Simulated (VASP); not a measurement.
# Ce: single point with LDA

Ce:

```
CELL_PARAMETERS angstrom
0.00000 2.43454 2.43454
2.43454 0.00000 2.43454
2.43454 2.43454 0.00000
ATOMIC_POSITIONS crystal
Ce 0.00000 0.00000 0.00000
```

```json
{
 "Program": "VASP 6.6.1",
 "Task": "single point",
 "Functional": "LDA",
 "Potentials or basis": "VASP PAW LDA potentials, release 64 (Ce)",
 "Cutoff": "520 eV",
 "k mesh": "14 × 14 × 14",
 "Occupations": "gaussian, width 0.05 eV",
 "Spin": "collinear spin, ferromagnetic start",
 "Starting moments": "[0.05] μB"
}
```

| Quantity | Value |
| --- | --- |
| Pressure | -8.0 GPa |
| Band gap on the k mesh | zero (filled and empty bands overlap) |
| Net moment | 0.00 μB per cell |
| Valence electrons inside the program's atomic spheres | Ce 9.83 |

Levels at points of the mesh, in eV from the Fermi level:
Spin up:
```csv
k point,band 4,band 5,band 6,band 7,band 8,band 9
"(0.00, 0.00, 0.00)",-16.01,-3.02,-0.11,0.35,0.35,0.35
"(0.50, 0.00, 0.00)",-16.31,-1.90,-0.05,0.38,0.38,0.66
"(0.50, 0.50, 0.00)",-16.85,-2.48,-1.84,0.43,0.50,0.50
```
Spin down:
```tsv
k point	band 3	band 4	band 5	band 6	band 7	band 8	band 9	band 10
(0.00, 0.00, 0.00)	-16.01	-16.01	-3.02	-0.11	0.35	0.35	0.35	0.95
(0.50, 0.00, 0.00)	-16.31	-16.31	-1.90	-0.05	0.38	0.38	0.66	0.82
(0.50, 0.50, 0.00)	-16.85	-16.85	-2.48	-1.84	0.43	0.50	0.50	0.59
```

Wall time 63 s on 1 thread of Intel(R) Xeon(R) 6975P-C (Granite Rapids), on a shared host, peak memory 0.22 GiB.

Caveat: the magnetic or orbital state may not be the lowest; spin-orbit coupling is left out, which moves the levels of the heavy elements. The state reached can hang on the start; a lower one may exist.
